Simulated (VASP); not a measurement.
# TiO2 (P3_121) in VASP: settings compared, part 2 of 2

VASP 6.6.1. Earlier steps stand in the parts before.

**4. Single point, PBE**

This run uses another cell than the first one, of 17.88 Å³/atom.

INCAR reads:

```
ALGO = Normal ; EDIFF = 1E-7
ENCUT = 520 ; GGA = PE
ISIF = 2 ; ISMEAR = -1
LASPH = True ; LCHARG = True
LELF = True ; LREAL = False
LVHAR = True ; LWAVE = False
NBANDS = 46 ; NELM = 80
PREC = Accurate ; SIGMA = 0.05
```

KPOINTS reads:

```
k-points
0
Gamma
  5 5 4
```

POSCAR reads:

```
TiO2
1.0
    5.5264005081      0.0000000000      0.0000000000
   -2.7632002541      4.7860032315      0.0000000000
    0.0000000000      0.0000000000      6.0824678800
Ti O
3 6
Direct
    0.4631542791      0.0000000000      0.3333333333
    0.0000000000      0.4631542791      0.6666666667
    0.5368457209      0.5368457209      0.0000000000
    0.5838212445      0.8606339917      0.1156058717
    0.7231872528      0.1393660083      0.5510607950
    0.2768127472      0.4161787555      0.7822725384
    0.8606339917      0.5838212445      0.8843941283
    0.1393660083      0.7231872528      0.4489392050
    0.4161787555      0.2768127472      0.2177274616
```

Potentials or basis: VASP PAW PBE potentials, release 64 (Ti_sv, O).

Started as:

```console
$ cat potpaw_PBE.64/Ti_sv/POTCAR potpaw_PBE.64/O/POTCAR > POTCAR
$ mpirun -np 1 vasp_std > vasp.out
```

OUTCAR:

```text
EDIFF = 1E-7
   ENCUT = 520
   GGA = PE
   ISIF = 2
   ISMEAR = -1
   LASPH = True
   LREAL = False
   NELM = 80
   PREC = Accurate

 ion  position               nearest neighbor table
   1  0.463  0.000  0.333-   8 1.82   9 1.82   4 1.82   5 1.82
   2  0.000  0.463  0.667-   5 1.82   6 1.82   7 1.82   8 1.82
   3  0.537  0.537  0.000-   7 1.82   4 1.82   6 1.82   9 1.82
   4  0.584  0.861  0.116-   3 1.82   1 1.82
   5  0.723  0.139  0.551-   2 1.82   1 1.82
   6  0.277  0.416  0.782-   2 1.82   3 1.82
   7  0.861  0.584  0.884-   3 1.82   2 1.82
   8  0.139  0.723  0.449-   1 1.82   2 1.82
   9  0.416  0.277  0.218-   1 1.82   3 1.82

  LATTYP: Found a hexagonal cell.
 ALAT       =     5.5264005081
 C/A-ratio  =     1.1006201724

  Lattice vectors:

 A1 = (   5.5264005081,   0.0000000000,   0.0000000000)
 A2 = (  -2.7632002541,   4.7860032315,   0.0000000000)
 A3 = (   0.0000000000,   0.0000000000,   6.0824678800)

Analysis of symmetry for initial positions (statically):
=====================================================================
 Subroutine PRICEL returns:
 Original cell was already a primitive cell.

 Routine SETGRP: Setting up the symmetry group for a
 hexagonal supercell.

 Subroutine GETGRP returns: Found  6 space group operations
 (whereof  2 operations were pure point group operations)
 out of a pool of 24 trial point group operations.

The static configuration has the point symmetry C_2 .
 The point group associated with its full space group is D_3 .

Analysis of symmetry for dynamics (positions and initial velocities):
=====================================================================
 Subroutine PRICEL returns:
 Original cell was already a primitive cell.

 Routine SETGRP: Setting up the symmetry group for a
 hexagonal supercell.

 Subroutine GETGRP returns: Found  6 space group operations
 (whereof  2 operations were pure point group operations)
 out of a pool of 24 trial point group operations.

The dynamic configuration has the point symmetry C_2 .
 The point group associated with its full space group is D_3 .

 Subroutine INISYM returns: Found  6 space group operations
 (whereof  2 operations are pure point group operations),
 and found     1 'primitive' translations

----------------------------------------------------------------------------------------

                                     Primitive cell

  volume of cell :     160.8774

  direct lattice vectors                    reciprocal lattice vectors
     5.526400508  0.000000000  0.000000000     0.180949607  0.104471304  0.000000000
    -2.763200254  4.786003231  0.000000000     0.000000000  0.208942609  0.000000000
     0.000000000  0.000000000  6.082467880     0.000000000  0.000000000  0.164406951

  length of vectors
     5.526400508  5.526400508  6.082467880     0.208942609  0.208942609  0.164406951
[... 46 lines left out ...]
 ===========================================

 Found     17 irreducible k-points:

 Following reciprocal coordinates:
            Coordinates               Weight
  0.000000  0.000000  0.000000      1.000000
  0.200000  0.000000  0.000000      6.000000
  0.400000  0.000000  0.000000      6.000000
  0.200000  0.200000  0.000000      6.000000
  0.400000  0.200000  0.000000      6.000000
  0.000000  0.000000  0.250000      2.000000
[... 9 lines left out ...]
  0.200000  0.200000  0.500000      6.000000
  0.400000  0.200000  0.500000      6.000000
   k-points           NKPTS =     17   k-points in BZ     NKDIM =     17   number of bands    NBANDS=     46
   number of dos      NEDOS =    301   number of ions     NIONS =      9
   total plane-waves  NPLWV =  84672
   dimension x,y,z NGX =    42 NGY =   42 NGZ =   48
   dimension x,y,z NGXF=    84 NGYF=   84 NGZF=   96
   ions per type =               3   6
   NGX,Y,Z   is equivalent  to a cutoff of  12.63, 12.63, 13.12 a.u.
   NGXF,Y,Z  is equivalent  to a cutoff of  25.27, 25.27, 26.24 a.u.
 SYSTEM =  unknown system
   PREC   = accura    normal or accurate (medium, high low for compatibility)
   ISTART =      0    job   : 0-new  1-cont  2-samecut
   ICHARG =      2    charge: 1-file 2-atom 10-const
   ISPIN  =      1    spin polarized calculation?
   LNONCOLLINEAR =      F non collinear calculations
   LSORBIT =      F    spin-orbit coupling
   LASPH  =      T    aspherical Exc in radial PAW
   ENCUT  =  520.0 eV  38.22 Ry    6.18 a.u.  10.28 10.28 11.31*2*pi/ulx,y,z
   NELM   =     80;   NELMIN=  2; NELMDL= -5     # of ELM steps
   EDIFF  = 0.1E-06   stopping-criterion for ELM
   LREAL  =      F    real-space projection
   EDIFFG = 0.1E-05   stopping-criterion for IOM
   NSW    =      0    number of steps for IOM
   IBRION =     -1    ionic relax: 0-MD 1-quasi-New 2-CG
   NFREE  =      0    steps in history (QN), initial steepest desc. (CG)
   ISIF   =      2    stress and relaxation
   ISYM   =      2    0-nonsym 1-usesym 2-fastsym
   POTIM  = 0.5000    time-step for ionic-motion
   TEBEG  =    0.0;   TEEND  =   0.0 temperature during run
   PSTRESS=    0.0 pullay stress
   NELECT =      72.0000    total number of electrons
   NUPDOWN=      -1.0000    fix difference up-down
   EMIN   =  10.00;   EMAX   =-10.00  energy-range for DOS
   EFERMI =   0.00;   METHOD = LEGACY
   ISMEAR =    -1;   SIGMA  =   0.05  broadening in eV -4-tet -1-fermi 0-gaus
   EFERMI_NEDOS =   21; number of points for ismear=-14 and -15
   IALGO  =     38    algorithm
   IMIX   =      4    mixing-type and parameters
     AMIX     =   0.40;   BMIX     =  1.00
     AMIX_MAG =   1.60;   BMIX_MAG =  1.00
  volume/ion in A,a.u.               =      17.88       120.63
  Fermi-wavevector in a.u.,A,eV,Ry     =   1.252239  2.366389 21.335335  1.568103
  Thomas-Fermi vector in A             =   2.386149
   LORBIT       =      0    0 simple, 1 ext, 2 COOP (PROOUT), +10 PAW based schemes
   GGA     = PE    functional components
   LHFCALC =     F    Hartree Fock is set to
   AEXX    =    0.0000 exact exchange contribution
   IVDW    =     0    specifies the selected vdW correction
   LEPSILON=     F    determine dielectric tensor
   LRPA    =     F    only Hartree local field effects (RPA)
 non-spin polarized calculation
  energy-cutoff  :      520.00
  volume of cell :      160.88
 maximum number of plane-waves:      4349
 NGX is ok and might be reduce to    42
   NGX = 21   NGY = 21   NGZ = 23

 number of electron      72.0000016 magnetization

 Free energy of the ion-electron system (eV)
  ---------------------------------------------------
  ext. energy  EPLUGINS =         0.00000000
  ---------------------------------------------------
  free energy    TOTEN  =       -80.37112972 eV

  energy without entropy =      -80.37112972  energy(sigma->0) =      -80.37112972

 E-fermi :   0.2092     XC(G=0):  -8.1338

 val. band max:       -0.8948882746   @ k =   0.0000   0.0000   0.5000
 cond. band min:       2.6622578621   @ k =   0.0000   0.0000   0.5000
 fundamental gap:      3.5571461367
 Fermi energy:         0.2092430081

 k-point     1 :       0.0000    0.0000    0.0000
  band No.  band energies     occupation
      1     -56.2034      2.00000
      2     -56.1903      2.00000
      3     -56.1903      2.00000
      4     -32.6430      2.00000
      5     -32.6153      2.00000
      6     -32.6153      2.00000
[... 822 lines left out ...]
     45       4.8688      0.00000
     46       5.2116      0.00000

------------------------ aborting loop because EDIFF is reached ----------------------------------------

  FORCE on cell =-STRESS in cart. coord.  units (eV):
  Direction    XX          YY          ZZ          XY          YZ          ZX
  --------------------------------------------------------------------------------------
  -------------------------------------------------------------------------------------
  Total        1.7589548      1.7589548      1.4590264     -0.0000000      0.0000000      0.0000000
  in kB       17.5174181     17.5174181     14.5304335     -0.0000000      0.0000000      0.0000000
  external PRESSURE =      16.5217566 kB  Pullay stress =       0.0000000 kB

 VOLUME and BASIS-vectors are now :
 -----------------------------------------------------------------------------
  energy-cutoff  :      520.00
  volume of cell :      160.88
      direct lattice vectors                 reciprocal lattice vectors
     5.526400508  0.000000000  0.000000000     0.180949607  0.104471304  0.000000000
    -2.763200254  4.786003231  0.000000000     0.000000000  0.208942609  0.000000000
     0.000000000  0.000000000  6.082467880     0.000000000  0.000000000  0.164406951

 POSITION                                       TOTAL-FORCE (eV/Angst)
 -----------------------------------------------------------------------------------
      2.55958      0.00000      2.02749        -0.011163      0.000000      0.000000
     -1.27979      2.21666      4.05498         0.005581     -0.009667      0.000000
      1.48341      2.56935      0.00000         0.005581      0.009667      0.000000
      0.84833      4.11900      0.70317         0.016889      0.033970     -0.026681
      3.61153      0.66701      3.35181         0.016889     -0.033970      0.026681
      0.37979      1.99183      4.75815         0.020975     -0.031611     -0.026681
      3.14299      2.79417      5.37930         0.020975      0.031611      0.026681
     -1.22812      3.46118      2.73066        -0.037864     -0.002359     -0.026681
      1.53508      1.32483      1.32432        -0.037864      0.002359      0.026681
 -----------------------------------------------------------------------------------
    total drift:                                0.000003      0.000004     -0.000000

  FREE ENERGIE OF THE ION-ELECTRON SYSTEM (eV)
  ---------------------------------------------------
  free  energy   TOTEN  =       -80.3711297237 eV

  energy  without entropy=      -80.3711297236  energy(sigma->0) =      -80.37112972
```

Run time: 3.5 min. Hardware: 1 thread of AMD EPYC 7R13, shared host; peak memory 0.28 GiB.

Results:

```yaml
Free_energy: -80.3711 eV
Pressure: 1.7 GPa
Largest_force: 0.046 eV/Å
Band_gap_on_the_k_mesh: 3.56 eV
```

Forces in eV/Å, atoms in the order of the input:
```
Ti  -0.011  0.000  0.000
Ti   0.006 -0.010  0.000
Ti   0.006  0.010  0.000
O    0.017  0.034 -0.027
O    0.017 -0.034  0.027
O    0.021 -0.032 -0.027
O    0.021  0.032  0.027
O   -0.038 -0.002 -0.027
O   -0.038  0.002  0.027
```

Stress tensor (GPa, compression positive):
```
1.75 0.00 0.00
0.00 1.75 0.00
0.00 0.00 1.45
```

Caveat: an odd mesh through Γ misses points on the zone boundary, where band edges can lie.

**5. The runs side by side**

```tsv
level	cell	k mesh	gap on the mesh (eV)	pressure (GPa)	largest force (eV/Å)
PBEsol+D3(BJ)	a = 5.376, b = 5.376, c = 5.854 Å, angles 90.0, 90.0, 120.0°, 9 atoms, atomic positions A	6 × 6 × 5	3.67	0.6	0.06
BLYP+D4	a = 5.650, b = 5.650, c = 6.168 Å, angles 90.0, 90.0, 120.0°, 9 atoms, atomic positions B	6 × 6 × 5	3.48	0.9	0.07
PBE	a = 5.526, b = 5.526, c = 6.082 Å, angles 90.0, 90.0, 120.0°, 9 atoms, atomic positions C	5 × 5 × 4	3.56	1.7	0.05
```

Alike in all rows: task single point; potentials or basis VASP PAW PBE potentials, release 64 (Ti_sv, O); no spin polarisation; cutoff (eV) 520; smearing fermi-dirac 0.05 eV.

Caveats: an odd mesh through Γ misses points on the zone boundary, where band edges can lie; the PAW data sets were made with another functional, which shifts forces and pressure a little (at least some runs).

Absolute energies hang on the potentials; compare differences alone.
